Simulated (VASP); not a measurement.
# PbS (Cmcm) in VASP: single point with PBE

Aim: the single point of PbS with PBE.

Program: VASP 6.6.1. These are calculated values, not measurements. Logs are shortened: lines on timing, memory, paths and dates and some standing lists are left out, and cuts for length are marked.

### 1 The cell of the first run

The structure is orthorhombic, space group Cmcm (No. 63). Conventional cell: a = 4.127 Å, b = 11.739 Å, c = 4.260 Å, α = 90.00°, β = 90.00°, γ = 90.00°. Pb (site symmetry m2m) has 5 S at 2.68 to 2.97 Å within 3.5 Å. S (site symmetry m2m) has 5 Pb at 2.68 to 2.97 Å within 3.5 Å.

### 2 Single point, PBE

The input, INCAR:

```
SYSTEM = PbS
ALGO     = Normal         ! electronic algorithm
EDIFF    = 1E-7           ! SCF threshold, eV
ENCUT    = 520            ! plane-wave cutoff, eV
GGA      = PE             ! functional
ISIF     = 2              ! what is computed and relaxed
ISMEAR   = 0              ! smearing method
LASPH    = .True.         ! aspherical terms in the spheres
LCHARG   = .False.        ! write CHGCAR
LREAL    = .False.        ! projectors in reciprocal space
LWAVE    = .False.        ! write WAVECAR
NBANDS   = 28             ! bands
NELM     = 60             ! most SCF steps
PREC     = Accurate       ! precision mode
SIGMA    = 0.01           ! smearing width, eV
```

The input, KPOINTS:

```
k-points
0
Gamma
  6 6 6
  0 0 0
```

The input, POSCAR:

```
PbS
1.0
    2.0637484134     -5.8692756837      0.0000000000
    2.0637484134      5.8692756837      0.0000000000
    0.0000000000      0.0000000000      4.2604423684
Pb S
2 2
Direct
    0.8722772593      0.1277227407      0.7500000000
    0.1277227407      0.8722772593      0.2500000000
    0.6436799881      0.3563200119      0.7500000000
    0.3563200119      0.6436799881      0.2500000000
```

Potentials or basis: VASP PAW PBE potentials, release 64 (Pb_d, S).

The run is started by

```
$ cat potpaw_PBE.64/Pb_d/POTCAR potpaw_PBE.64/S/POTCAR > POTCAR
$ mpirun -np 1 vasp_std > vasp.out
```

OUTCAR:

```text
SYSTEM = PbS
   EDIFF = 1E-7
   ENCUT = 520
   GGA = PE
   ISIF = 2
   ISMEAR = 0
   LASPH = .True.
   LREAL = .False.
   NELM = 60
   PREC = Accurate

 ion  position               nearest neighbor table
   1  0.872  0.128  0.750-   3 2.68   4 2.97   4 2.97   4 2.97   4 2.97   2 3.68   2 3.68   2 4.13
                             2 4.13   2 4.13   2 4.13
   2  0.128  0.872  0.250-   4 2.68   3 2.97   3 2.97   3 2.97   3 2.97   1 3.68   1 3.68   1 4.13
                             1 4.13   1 4.13   1 4.13
   3  0.644  0.356  0.750-   1 2.68   2 2.97   2 2.97   2 2.97   2 2.97
   4  0.356  0.644  0.250-   2 2.68   1 2.97   1 2.97   1 2.97   1 2.97

  LATTYP: Found a base centered orthorhombic cell.
 ALAT       =     4.1274968268
 B/A-ratio  =     2.8439879811
 C/A-ratio  =     1.0322097259

  Lattice vectors:

 A1 = (   2.0637484134,  -5.8692756837,   0.0000000000)
 A2 = (   2.0637484134,   5.8692756837,   0.0000000000)
 A3 = (   0.0000000000,   0.0000000000,   4.2604423684)

Analysis of symmetry for initial positions (statically):
=====================================================================
 Subroutine PRICEL returns:
 Original cell was already a primitive cell.

 Routine SETGRP: Setting up the symmetry group for a
 base centered orthorhombic supercell.

 Subroutine GETGRP returns: Found  8 space group operations
 (whereof  4 operations were pure point group operations)
 out of a pool of  8 trial point group operations.

The static configuration has the point symmetry C_2h.
 The point group associated with its full space group is D_2h.

Analysis of symmetry for dynamics (positions and initial velocities):
=====================================================================
 Subroutine PRICEL returns:
 Original cell was already a primitive cell.

 Routine SETGRP: Setting up the symmetry group for a
 base centered orthorhombic supercell.

 Subroutine GETGRP returns: Found  8 space group operations
 (whereof  4 operations were pure point group operations)
 out of a pool of  8 trial point group operations.

The dynamic configuration has the point symmetry C_2h.
 The point group associated with its full space group is D_2h.

 Subroutine INISYM returns: Found  8 space group operations
 (whereof  4 operations are pure point group operations),
 and found     1 'primitive' translations

----------------------------------------------------------------------------------------

                                     Primitive cell

  volume of cell :     103.2110

  direct lattice vectors                    reciprocal lattice vectors
     2.063748413 -5.869275684  0.000000000     0.242277594 -0.085189387  0.000000000
     2.063748413  5.869275684  0.000000000     0.242277594  0.085189387  0.000000000
     0.000000000  0.000000000  4.260442368     0.000000000  0.000000000  0.234717410

  length of vectors
     6.221531529  6.221531529  4.260442368     0.256818349  0.256818349  0.234717410

  position of ions in fractional coordinates (direct lattice)
     0.872277259  0.127722741  0.750000000
     0.127722741  0.872277259  0.250000000
     0.643679988  0.356320012  0.750000000
     0.356320012  0.643679988  0.250000000

  ion indices of the primitive-cell ions
   primitive index   ion index
                 1           1
                 2           2
                 3           3
                 4           4

----------------------------------------------------------------------------------------

 KPOINTS: k-points

Automatic generation of k-mesh.
 Grid dimensions read from file:
 generate k-points for:    6    6    6

 Generating k-lattice:

  Cartesian coordinates                     Fractional coordinates (reciprocal lattice)
     0.040379599 -0.014198231  0.000000000     0.166666667  0.000000000  0.000000000
     0.040379599  0.014198231  0.000000000     0.000000000  0.166666667  0.000000000
     0.000000000  0.000000000  0.039119568     0.000000000  0.000000000  0.166666667

  Length of vectors
     0.042803058  0.042803058  0.039119568

  Shift w.r.t. Gamma in fractional coordinates (k-lattice)
     0.000000000  0.000000000  0.000000000

 Subroutine IBZKPT returns following result:
 ===========================================

 Found     52 irreducible k-points:

 Following reciprocal coordinates:
            Coordinates               Weight
  0.000000  0.000000  0.000000      1.000000
  0.166667  0.000000  0.000000      4.000000
  0.333333  0.000000  0.000000      4.000000
  0.500000 -0.000000  0.000000      2.000000
  0.166667  0.166667  0.000000      2.000000
  0.333333  0.166667  0.000000      4.000000
[... 16 lines left out ...]
  0.333333  0.333333  0.166667      4.000000
  0.500000  0.333333  0.166667      8.000000
 [... further k-points ...]
   k-points           NKPTS =     52   k-points in BZ     NKDIM =     52   number of bands    NBANDS=     28
   number of dos      NEDOS =    301   number of ions     NIONS =      4
   total plane-waves  NPLWV =  73728
   dimension x,y,z NGX =    48 NGY =   48 NGZ =   32
   dimension x,y,z NGXF=    96 NGYF=   96 NGZF=   64
   ions per type =               2   2
   NGX,Y,Z   is equivalent  to a cutoff of  12.83, 12.83, 12.49 a.u.
   NGXF,Y,Z  is equivalent  to a cutoff of  25.65, 25.65, 24.97 a.u.
 SYSTEM =  PbS
   PREC   = accura    normal or accurate (medium, high low for compatibility)
   ISTART =      0    job   : 0-new  1-cont  2-samecut
   ICHARG =      2    charge: 1-file 2-atom 10-const
   ISPIN  =      1    spin polarized calculation?
   LNONCOLLINEAR =      F non collinear calculations
   LSORBIT =      F    spin-orbit coupling
   LASPH  =      T    aspherical Exc in radial PAW
   ENCUT  =  520.0 eV  38.22 Ry    6.18 a.u.  11.57 11.57  7.92*2*pi/ulx,y,z
   NELM   =     60;   NELMIN=  2; NELMDL= -5     # of ELM steps
   EDIFF  = 0.1E-06   stopping-criterion for ELM
   LREAL  =      F    real-space projection
   EDIFFG = 0.1E-05   stopping-criterion for IOM
   NSW    =      0    number of steps for IOM
   IBRION =     -1    ionic relax: 0-MD 1-quasi-New 2-CG
   NFREE  =      0    steps in history (QN), initial steepest desc. (CG)
   ISIF   =      2    stress and relaxation
   ISYM   =      2    0-nonsym 1-usesym 2-fastsym
   POTIM  = 0.5000    time-step for ionic-motion
   TEBEG  =    0.0;   TEEND  =   0.0 temperature during run
   PSTRESS=    0.0 pullay stress
   NELECT =      40.0000    total number of electrons
   NUPDOWN=      -1.0000    fix difference up-down
   EMIN   =  10.00;   EMAX   =-10.00  energy-range for DOS
   EFERMI =   0.00;   METHOD = LEGACY
   ISMEAR =     0;   SIGMA  =   0.01  broadening in eV -4-tet -1-fermi 0-gaus
   EFERMI_NEDOS =   21; number of points for ismear=-14 and -15
   IALGO  =     38    algorithm
   IMIX   =      4    mixing-type and parameters
     AMIX     =   0.40;   BMIX     =  1.00
     AMIX_MAG =   1.60;   BMIX_MAG =  1.00
  volume/ion in A,a.u.               =      25.80       174.13
  Fermi-wavevector in a.u.,A,eV,Ry     =   1.193584  2.255546 19.383429  1.424642
  Thomas-Fermi vector in A             =   2.329594
   LORBIT       =      0    0 simple, 1 ext, 2 COOP (PROOUT), +10 PAW based schemes
   GGA     = PE    functional components
   LHFCALC =     F    Hartree Fock is set to
   AEXX    =    0.0000 exact exchange contribution
   IVDW    =     0    specifies the selected vdW correction
   LEPSILON=     F    determine dielectric tensor
   LRPA    =     F    only Hartree local field effects (RPA)
 non-spin polarized calculation
 Gauss-broadening in eV      SIGMA  =   0.01
  energy-cutoff  :      520.00
  volume of cell :      103.21
 maximum number of plane-waves:      2810
 NGX is ok and might be reduce to    48
   NGX = 23   NGY = 23   NGZ = 15

 number of electron      40.0000009 magnetization

 Free energy of the ion-electron system (eV)
  ---------------------------------------------------
  ext. energy  EPLUGINS =         0.00000000
  ---------------------------------------------------
  free energy    TOTEN  =       -17.34952053 eV

  energy without entropy =      -17.34952053  energy(sigma->0) =      -17.34952053

 E-fermi :   5.3215     XC(G=0):  -9.7532

 val. band max:        5.2692283157   @ k =   0.5000   0.5000   0.3333
 cond. band min:       6.4405797134   @ k =   0.5000   0.5000   0.0000
 fundamental gap:      1.1713513977
 Fermi energy:         5.3215432881

 k-point     1 :       0.0000    0.0000    0.0000
  band No.  band energies     occupation
      1     -11.1446      2.00000
      2     -11.0426      2.00000
      3     -11.0384      2.00000
      4     -11.0251      2.00000
      5     -10.9823      2.00000
      6     -10.9805      2.00000
[... 20 lines left out ...]
     27      11.4218      0.00000
     28      12.3416      0.00000

 k-point     2 :       0.1667    0.0000    0.0000
  band No.  band energies     occupation
      1     -11.1273      2.00000
      2     -11.0354      2.00000
      3     -11.0341      2.00000
      4     -11.0102      2.00000
      5     -10.9910      2.00000
      6     -10.9856      2.00000
[... 20 lines left out ...]
     27      11.8562      0.00000
     28      12.8119      0.00000

 k-point     3 :       0.3333    0.0000    0.0000
  band No.  band energies     occupation
      1     -11.0881      2.00000
      2     -11.0317      2.00000
      3     -11.0259      2.00000
      4     -11.0114      2.00000
      5     -10.9949      2.00000
      6     -10.9904      2.00000
[... 20 lines left out ...]
     27      13.2511      0.00000
     28      13.3368      0.00000

 k-point     4 :       0.5000   -0.0000    0.0000
  band No.  band energies     occupation
      1     -11.0563      2.00000
      2     -11.0395      2.00000
      3     -11.0307      2.00000
      4     -11.0227      2.00000
      5     -10.9992      2.00000
      6     -10.9885      2.00000
[... 578 lines left out ...]
     27      11.3668      0.00000
     28      12.9312      0.00000

 k-point    23 :       0.3333    0.3333    0.1667
  band No.  band energies     occupation
      1     -11.0860      2.00000
      2     -11.0478      2.00000
      3     -11.0306      2.00000
      4     -11.0059      2.00000
      5     -10.9968      2.00000
      6     -10.9880      2.00000
[... 20 lines left out ...]
     27      12.4132      0.00000
     28      13.2171      0.00000

 k-point    24 :       0.5000    0.3333    0.1667
  band No.  band energies     occupation
      1     -11.1097      2.00000
      2     -11.0314      2.00000
      3     -11.0150      2.00000
      4     -11.0101      2.00000
      5     -10.9986      2.00000
      6     -10.9886      2.00000
[... 20 lines left out ...]
     27      12.5458      0.00000
     28      13.1373      0.00000

 [... further k-points ...]

------------------------ aborting loop because EDIFF is reached ----------------------------------------

  FORCE on cell =-STRESS in cart. coord.  units (eV):
  Direction    XX          YY          ZZ          XY          YZ          ZX
  --------------------------------------------------------------------------------------
  -------------------------------------------------------------------------------------
  Total        1.2192124      1.5364609      1.2191443      0.0000000     -0.0000000      0.0000000
  in kB       18.9262257     23.8509755     18.9251683      0.0000000     -0.0000000      0.0000000
  external PRESSURE =      20.5674565 kB  Pullay stress =       0.0000000 kB

 VOLUME and BASIS-vectors are now :
 -----------------------------------------------------------------------------
  energy-cutoff  :      520.00
  volume of cell :      103.21
      direct lattice vectors                 reciprocal lattice vectors
     2.063748413 -5.869275684  0.000000000     0.242277594 -0.085189387  0.000000000
     2.063748413  5.869275684  0.000000000     0.242277594  0.085189387  0.000000000
     0.000000000  0.000000000  4.260442368     0.000000000  0.000000000  0.234717410

 POSITION                                       TOTAL-FORCE (eV/Angst)
 -----------------------------------------------------------------------------------
      2.06375     -4.37000      3.19533         0.000000     -0.063879     -0.000000
      2.06375      4.37000      1.06511         0.000000      0.063879     -0.000000
      2.06375     -1.68659      3.19533         0.000000      0.124783      0.000000
      2.06375      1.68659      1.06511         0.000000     -0.124783      0.000000
 -----------------------------------------------------------------------------------
    total drift:                                0.000000      0.000000     -0.000000

  FREE ENERGIE OF THE ION-ELECTRON SYSTEM (eV)
  ---------------------------------------------------
  free  energy   TOTEN  =       -17.3495205260 eV

  energy  without entropy=      -17.3495205260  energy(sigma->0) =      -17.34952053
```

Run time: 4.4 min. Hardware: 1 thread of Intel Xeon 8259CL, shared host; peak memory 0.33 GiB.

Results:

| Quantity | Value |
| --- | --- |
| Free energy | -17.3495 eV |
| Pressure | 2.1 GPa |
| Largest force | 0.125 eV/Å |
| Band gap on the k mesh | 1.17 eV (least direct gap 1.32 eV) |

Forces in eV/Å, atoms in the order of the input:
```
Pb   0.000 -0.064  0.000
Pb   0.000  0.064  0.000
S    0.000  0.125  0.000
S    0.000 -0.125  0.000
```

Caveat: spin-orbit coupling is left out, which moves the levels of the heavy elements. A k mesh can miss the band edges.
